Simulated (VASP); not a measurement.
The system is ZnSe.

```
Zn Se
1.0
     2.56899   -2.61501    0.00000
     2.56899    2.61501    0.00000
     0.00000    0.00000    3.33121
Zn Se
1 1
Cartesian
  0.0000 0.0000 0.0000
  2.5690 0.0000 0.0000
```

The cell was generated, and may not be a known phase.

```yaml
Program: VASP 6.6.1
Task: relaxation of cell and atoms
Functional: PBE
Potentials_or_basis: VASP PAW PBE potentials, release 64 (Zn, Se)
Cutoff: 600 eV
k_mesh: 16 × 16 × 16
Occupations: gaussian, width 0.1 eV
Spin: no spin polarisation
```

At the start: pressure 0.6 GPa; volume 22.38 Å³/atom.

**Question.** Where does the relaxation end?

**Answer.** Over 40 steps the energy falls by 87.9 meV/atom and the volume is 32.11 Å³/atom (+43.5 %); space group Cmmm (No. 65, to 0.1 Å) before, P4/mmm (No. 123, to 0.1 Å).

The path:
```csv
step,energy change (eV),largest force (eV/Å),pressure (GPa),volume (Å³)
1,0.0000,0.0000,0.58,44.76
2,-0.0045,0.0000,0.08,45.28
3,-0.0093,0.0000,-0.37,46.15
4,-0.0107,0.0000,-1.21,47.89
5,-0.0119,0.0000,-1.20,48.00
6,-0.0152,0.0000,-1.24,48.30
7,-0.0207,0.0000,-0.99,48.91
8,-0.0286,0.0000,-0.51,50.08
9,-0.0167,0.0000,1.03,52.28
10,-0.0304,0.0000,-0.17,50.76
11,-0.0480,0.0000,0.16,51.29
12,-0.0890,0.0000,1.45,52.76
13,-0.0480,0.0000,5.63,55.23
14,-0.0974,0.0000,2.55,53.59
15,-0.1210,0.0000,2.22,54.86
16,-0.1608,0.0000,1.59,58.64
17,-0.1651,0.0000,1.48,60.42
18,-0.1732,0.0000,0.49,61.27
19,-0.1741,0.0000,0.00,61.67
20,-0.1741,0.0000,0.12,61.64
21,-0.1742,0.0000,0.09,61.69
22,-0.1744,0.0000,0.14,61.86
23,-0.1746,0.0000,0.10,62.18
24,-0.1746,0.0000,0.11,62.83
25,-0.1747,0.0000,0.18,62.53
26,-0.1748,0.0000,0.06,62.63
27,-0.1749,0.0000,0.03,62.73
28,-0.1750,0.0000,0.03,62.92
29,-0.1751,0.0000,-0.12,63.32
30,-0.1753,0.0000,-0.05,63.41
31,-0.1757,0.0000,0.07,63.66
32,-0.1757,0.0000,0.07,63.69
33,-0.1757,0.0000,0.07,63.68
34,-0.1757,0.0000,0.07,63.67
35,-0.1757,0.0000,0.02,63.78
36,-0.1757,0.0000,0.02,63.81
37,-0.1757,0.0000,0.01,63.85
38,-0.1757,0.0000,-0.01,63.94
39,-0.1757,0.0000,0.00,64.02
40,-0.1758,0.0000,-0.03,64.23
```

Final structure:
```
CELL_PARAMETERS angstrom
2.52907 -2.52841 0.00000
2.52907 2.52841 0.00000
0.00000 0.00000 5.02207
ATOMIC_POSITIONS crystal
Zn 0.00000 0.00000 0.00000
Se 0.50000 0.50000 0.00000
```

Caveat: the volume moved by over 15 % at a fixed basis, so the end points are rough.
